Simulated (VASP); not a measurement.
# FeO (P6_3/mmc) in VASP: single point with PBE+U

Aim: the single point of FeO with PBE+U.

Everything below comes from runs of VASP 6.6.1. Logs are shortened: lines on timing, memory, paths and dates and some standing lists are left out, and cuts for length are marked.

## 1. The cell of the first run

Symmetry: P6_3/mmc, No. 194, hexagonal system. The conventional cell has a = 2.950 Å, b = 2.950 Å, c = 5.200 Å, α = 90.00°, β = 90.00°, γ = 120.00°. Fe (site symmetry -3m) has 6 O at 2.14 Å and 2 Fe at 2.60 Å within 2.8 Å. Within 2.8 Å of O (site symmetry -6m2) lie 6 Fe at 2.14 Å.

## 2. Single point, PBE+U, collinear spin, antiferromagnetic start

INCAR reads:

```
  PREC = Accurate
  ENCUT = 600
  EDIFF = 1E-6
  ISMEAR = -1
  SIGMA = 0.1
  LREAL = False
  LASPH = True
  NELM = 200
  ALGO = Normal
  ISIF = 2
  LWAVE = False
  LCHARG = False
  ISPIN = 2
  MAGMOM = 4 -4 0 0
  LORBIT = 11
  LMAXMIX = 4
  LDAU = True
  LDAUTYPE = 2
  LDAUL = 2 -1
  LDAUU = 7 0
  LDAUJ = 0 0
  LDAUPRINT = 1
  GGA = PE
  NBANDS = 26
  GGA_COMPAT = False
```

KPOINTS reads:

```
regular mesh
0
Gamma
  6 6 4
```

POSCAR reads:

```
FeO
1.0
    2.9500000000      0.0000000000      0.0000000000
   -1.4750000000      2.5547750000      0.0000000000
    0.0000000000      0.0000000000      5.2000000000
Fe O
2 2
Direct
    0.0000000000      0.0000000000      0.0000000000
    0.0000000000      0.0000000000      0.5000000000
    0.3333330000      0.6666670000      0.2500000000
    0.6666670000      0.3333330000      0.7500000000
```

Potentials or basis: VASP PAW PBE potentials, release 64 (Fe, O).

On the command line:

```
$ cat potpaw_PBE.64/Fe/POTCAR potpaw_PBE.64/O/POTCAR > POTCAR
$ mpirun -np 1 vasp_std > vasp.out
```

OUTCAR:

```text
PREC = Accurate
   ENCUT = 600
   EDIFF = 1E-6
   ISMEAR = -1
   LREAL = False
   LASPH = True
   NELM = 200
   ISIF = 2
   ISPIN = 2
   LORBIT = 11
   GGA = PE

 ion  position               nearest neighbor table
   1  0.000  0.000  0.000-   3 2.14   4 2.14   4 2.14   3 2.14   4 2.14   3 2.14   2 2.60   2 2.60

   2  0.000  0.000  0.500-   3 2.14   4 2.14   4 2.14   3 2.14   4 2.14   3 2.14   1 2.60   1 2.60

   3  0.333  0.667  0.250-   1 2.14   2 2.14   1 2.14   2 2.14   1 2.14   2 2.14
   4  0.667  0.333  0.750-   1 2.14   2 2.14   1 2.14   2 2.14   1 2.14   2 2.14

  LATTYP: Found a hexagonal cell.
 ALAT       =     2.9500000000
 C/A-ratio  =     1.7627118644

  Lattice vectors:

 A1 = (   2.9500000000,   0.0000000000,   0.0000000000)
 A2 = (  -1.4750000000,   2.5547750000,   0.0000000000)
 A3 = (   0.0000000000,   0.0000000000,   5.2000000000)

Analysis of symmetry for initial positions (statically):
=====================================================================
 Subroutine PRICEL returns:
 Original cell was already a primitive cell.

 Routine SETGRP: Setting up the symmetry group for a
 hexagonal supercell.

 Subroutine GETGRP returns: Found 24 space group operations
 (whereof 12 operations were pure point group operations)
 out of a pool of 24 trial point group operations.

The static configuration has the point symmetry D_3d.
 The point group associated with its full space group is D_6h.

Analysis of symmetry for dynamics (positions and initial velocities):
=====================================================================
 Subroutine PRICEL returns:
 Original cell was already a primitive cell.

 Routine SETGRP: Setting up the symmetry group for a
 hexagonal supercell.

 Subroutine GETGRP returns: Found 24 space group operations
 (whereof 12 operations were pure point group operations)
 out of a pool of 24 trial point group operations.

The dynamic configuration has the point symmetry D_3d.
 The point group associated with its full space group is D_6h.

Analysis of structural, dynamic, and magnetic symmetry:
=====================================================================
 Subroutine PRICEL returns:
 Original cell was already a primitive cell.

 Routine SETGRP: Setting up the symmetry group for a
 hexagonal supercell.

 Subroutine GETGRP returns: Found 24 space group operations
 (whereof 12 operations were pure point group operations)
 out of a pool of 24 trial point group operations.

The overall configuration has the point symmetry D_3d.
 The point group associated with its full space group is D_6h.

 Subroutine INISYM returns: Found 24 space group operations
 (whereof 12 operations are pure point group operations),
 and found     1 'primitive' translations

----------------------------------------------------------------------------------------
[... 154 lines left out ...]
 -0.0340 -0.0000 -0.0000  0.0705  0.0000
 -0.0000 -0.0340  0.0000  0.0000  0.0528

 occupancies and eigenvectors

  o =  0.0265  v =  0.0000  0.0000  0.0000  0.0000  0.0000  0.7912  0.0000 -0.0000  0.6115  0.0000      0.0000  0.0000  0.0000  0.0000  0.0000  0.0000  0.0000  0.0000  0.0000  0.0000
  o =  0.0265  v =  0.0000  0.0000  0.0000  0.0000  0.0000 -0.0000  0.6115 -0.0000 -0.0000  0.7912      0.0000  0.0000  0.0000  0.0000  0.0000  0.0000  0.0000  0.0000  0.0000  0.0000
  o =  0.0968  v =  0.0000  0.0000  0.0000  0.0000  0.0000 -0.6115  0.0000  0.0000  0.7912 -0.0000      0.0000  0.0000  0.0000  0.0000  0.0000  0.0000  0.0000  0.0000  0.0000  0.0000
  o =  0.0968  v =  0.0000  0.0000  0.0000  0.0000  0.0000  0.0000  0.7912  0.0000 -0.0000 -0.6115      0.0000  0.0000  0.0000  0.0000  0.0000  0.0000  0.0000  0.0000  0.0000  0.0000
  o =  0.9707  v =  0.0000  0.0000  0.0000  0.0000  0.0000  0.0000  0.0000 -1.0000  0.0000 -0.0000      0.0000  0.0000  0.0000  0.0000  0.0000  0.0000  0.0000  0.0000  0.0000  0.0000
  o =  0.9813  v = -0.8361  0.0000 -0.0000 -0.5486 -0.0000  0.0000  0.0000  0.0000  0.0000  0.0000      0.0000  0.0000  0.0000  0.0000  0.0000  0.0000  0.0000  0.0000  0.0000  0.0000
  o =  0.9813  v =  0.0000  0.5486 -0.0000 -0.0000  0.8361  0.0000  0.0000  0.0000  0.0000  0.0000      0.0000  0.0000  0.0000  0.0000  0.0000  0.0000  0.0000  0.0000  0.0000  0.0000
  o =  0.9870  v =  0.0000 -0.0000 -1.0000  0.0000 -0.0000  0.0000  0.0000  0.0000  0.0000  0.0000      0.0000  0.0000  0.0000  0.0000  0.0000  0.0000  0.0000  0.0000  0.0000  0.0000
  o =  1.0400  v = -0.5486 -0.0000  0.0000  0.8361  0.0000  0.0000  0.0000  0.0000  0.0000  0.0000      0.0000  0.0000  0.0000  0.0000  0.0000  0.0000  0.0000  0.0000  0.0000  0.0000
  o =  1.0400  v =  0.0000 -0.8361  0.0000 -0.0000  0.5486  0.0000  0.0000  0.0000  0.0000  0.0000      0.0000  0.0000  0.0000  0.0000  0.0000  0.0000  0.0000  0.0000  0.0000  0.0000

atom =   2  type =  1  l = 2

 onsite density matrix

spin component  1

  0.0528  0.0000 -0.0000  0.0340 -0.0000
  0.0000  0.0705  0.0000 -0.0000  0.0340
 -0.0000  0.0000  0.9707  0.0000  0.0000
  0.0340 -0.0000  0.0000  0.0705 -0.0000
 -0.0000  0.0340  0.0000 -0.0000  0.0528

spin component  2

  0.9990 -0.0000 -0.0000  0.0269 -0.0000
 -0.0000  1.0223  0.0000  0.0000  0.0269
 -0.0000  0.0000  0.9870 -0.0000  0.0000
  0.0269  0.0000 -0.0000  1.0223  0.0000
 -0.0000  0.0269  0.0000  0.0000  0.9990

 occupancies and eigenvectors

  o =  0.0265  v =  0.7912 -0.0000 -0.0000 -0.6115  0.0000  0.0000  0.0000  0.0000  0.0000  0.0000      0.0000  0.0000  0.0000  0.0000  0.0000  0.0000  0.0000  0.0000  0.0000  0.0000
  o =  0.0265  v = -0.0000 -0.6115 -0.0000  0.0000  0.7912  0.0000  0.0000  0.0000  0.0000  0.0000      0.0000  0.0000  0.0000  0.0000  0.0000  0.0000  0.0000  0.0000  0.0000  0.0000
  o =  0.0968  v =  0.6115  0.0000 -0.0000  0.7912  0.0000  0.0000  0.0000  0.0000  0.0000  0.0000      0.0000  0.0000  0.0000  0.0000  0.0000  0.0000  0.0000  0.0000  0.0000  0.0000
  o =  0.0968  v = -0.0000  0.7912 -0.0000 -0.0000  0.6115  0.0000  0.0000  0.0000  0.0000  0.0000      0.0000  0.0000  0.0000  0.0000  0.0000  0.0000  0.0000  0.0000  0.0000  0.0000
  o =  0.9707  v =  0.0000 -0.0000 -1.0000 -0.0000 -0.0000  0.0000  0.0000  0.0000  0.0000  0.0000      0.0000  0.0000  0.0000  0.0000  0.0000  0.0000  0.0000  0.0000  0.0000  0.0000
  o =  0.9813  v =  0.0000  0.0000  0.0000  0.0000  0.0000  0.8361  0.0000  0.0000 -0.5486 -0.0000      0.0000  0.0000  0.0000  0.0000  0.0000  0.0000  0.0000  0.0000  0.0000  0.0000
  o =  0.9813  v =  0.0000  0.0000  0.0000  0.0000  0.0000  0.0000 -0.5486 -0.0000 -0.0000  0.8361      0.0000  0.0000  0.0000  0.0000  0.0000  0.0000  0.0000  0.0000  0.0000  0.0000
  o =  0.9870  v =  0.0000  0.0000  0.0000  0.0000  0.0000  0.0000 -0.0000  1.0000 -0.0000  0.0000      0.0000  0.0000  0.0000  0.0000  0.0000  0.0000  0.0000  0.0000  0.0000  0.0000
  o =  1.0400  v =  0.0000  0.0000  0.0000  0.0000  0.0000 -0.5486  0.0000  0.0000 -0.8361  0.0000      0.0000  0.0000  0.0000  0.0000  0.0000  0.0000  0.0000  0.0000  0.0000  0.0000
  o =  1.0400  v =  0.0000  0.0000  0.0000  0.0000  0.0000  0.0000  0.8361  0.0000  0.0000  0.5486      0.0000  0.0000  0.0000  0.0000  0.0000  0.0000  0.0000  0.0000  0.0000  0.0000

 number of electron      28.0000001 magnetization       0.0000000

 Free energy of the ion-electron system (eV)
  ---------------------------------------------------
  ext. energy  EPLUGINS =         0.00000000
  ---------------------------------------------------
  free energy    TOTEN  =       -25.76973999 eV

  energy without entropy =      -25.76973995  energy(sigma->0) =      -25.76973997

 E-fermi :   5.7573     XC(G=0): -12.1505

 val. band max:        4.1531757250   @ k =   0.0000   0.0000   0.5000
 cond. band min:       7.1522106023   @ k =   0.0000   0.0000   0.0000
 fundamental gap:      2.9990348773
 Fermi energy:         5.7572520347

 spin component 1

 k-point     1 :       0.0000    0.0000    0.0000
  band No.  band energies     occupation
      1     -13.9546      1.00000
      2     -12.8416      1.00000
      3      -2.6443      1.00000
      4      -2.1682      1.00000
      5      -2.1682      1.00000
      6      -0.7051      1.00000
[... 598 lines left out ...]
     25      20.5702      0.00000
     26      20.6225      0.00000
 Fermi energy:         5.7572520347

 spin component 2

 k-point     1 :       0.0000    0.0000    0.0000
  band No.  band energies     occupation
      1     -13.9546      1.00000
      2     -12.8416      1.00000
      3      -2.6443      1.00000
      4      -2.1682      1.00000
      5      -2.1682      1.00000
      6      -0.7051      1.00000
[... 598 lines left out ...]
     25      20.5702      0.00000
     26      20.6225      0.00000

------------------------ aborting loop because EDIFF is reached ----------------------------------------

  FORCE on cell =-STRESS in cart. coord.  units (eV):
  Direction    XX          YY          ZZ          XY          YZ          ZX
  --------------------------------------------------------------------------------------
  -------------------------------------------------------------------------------------
  Total        3.9490558      3.9490559      0.6207516      0.0000000      0.0000000      0.0000000
  in kB      161.4454575    161.4454650     25.3775931      0.0000000      0.0000000      0.0000000
  external PRESSURE =     116.0895052 kB  Pullay stress =       0.0000000 kB

 VOLUME and BASIS-vectors are now :
 -----------------------------------------------------------------------------
  energy-cutoff  :      600.00
  volume of cell :       39.19
      direct lattice vectors                 reciprocal lattice vectors
     2.950000000  0.000000000  0.000000000     0.338983051  0.195711951  0.000000000
    -1.475000000  2.554775000  0.000000000     0.000000000  0.391423902  0.000000000
     0.000000000  0.000000000  5.200000000     0.000000000  0.000000000  0.192307692

 POSITION                                       TOTAL-FORCE (eV/Angst)
 -----------------------------------------------------------------------------------
      0.00000      0.00000      0.00000         0.000000     -0.000000     -0.000000
      0.00000      0.00000      2.60000         0.000000     -0.000000     -0.000000
     -0.00000      1.70318      1.30000        -0.000000      0.000000      0.000000
      1.47500      0.85159      3.90000         0.000000     -0.000000      0.000000
 -----------------------------------------------------------------------------------
    total drift:                                0.000000     -0.000000      0.000000

  FREE ENERGIE OF THE ION-ELECTRON SYSTEM (eV)
  ---------------------------------------------------
  free  energy   TOTEN  =       -25.7697399924 eV

  energy  without entropy=      -25.7697399507  energy(sigma->0) =      -25.76973997

 total charge

# of ion       s       p       d       tot
------------------------------------------
    1        0.308   0.399   6.218   6.925
    2        0.308   0.399   6.218   6.925
    3        1.547   3.491   0.000   5.038
    4        1.547   3.491   0.000   5.038
--------------------------------------------------
tot          3.710   7.780  12.435  23.926

 magnetization (x)

# of ion       s       p       d       tot
------------------------------------------
    1        0.016   0.013   3.803   3.832
    2       -0.016  -0.013  -3.803  -3.832
    3        0.000   0.000   0.000   0.000
    4        0.000   0.000   0.000   0.000
--------------------------------------------------
tot          0.000   0.000   0.000   0.000
```

Run time: 2.3 min. Hardware: 1 thread of AMD EPYC 7R13, shared host; peak memory 0.17 GiB.

What came out:

| Quantity | Value |
| --- | --- |
| Free energy | -25.7697 eV |
| Pressure | 11.6 GPa |
| Band gap on the k mesh | 3.00 eV, indirect (least direct gap 3.29 eV) |
| Net moment | 0.00 μB per cell |
| Site moments | Fe +3.83, -3.83; O +0.00 μB |
| Valence electrons inside the program's atomic spheres | Fe 6.92; O 5.04 |

Eigenvalues of the final occupation matrices:
```csv
site,spin,trace,eigenvalues
site 1 d,1,5.03,0.98 0.98 0.99 1.04 1.04
site 1 d,2,1.22,0.03 0.03 0.10 0.10 0.97
site 2 d,1,1.22,0.03 0.03 0.10 0.10 0.97
site 2 d,2,5.03,0.98 0.98 0.99 1.04 1.04
```
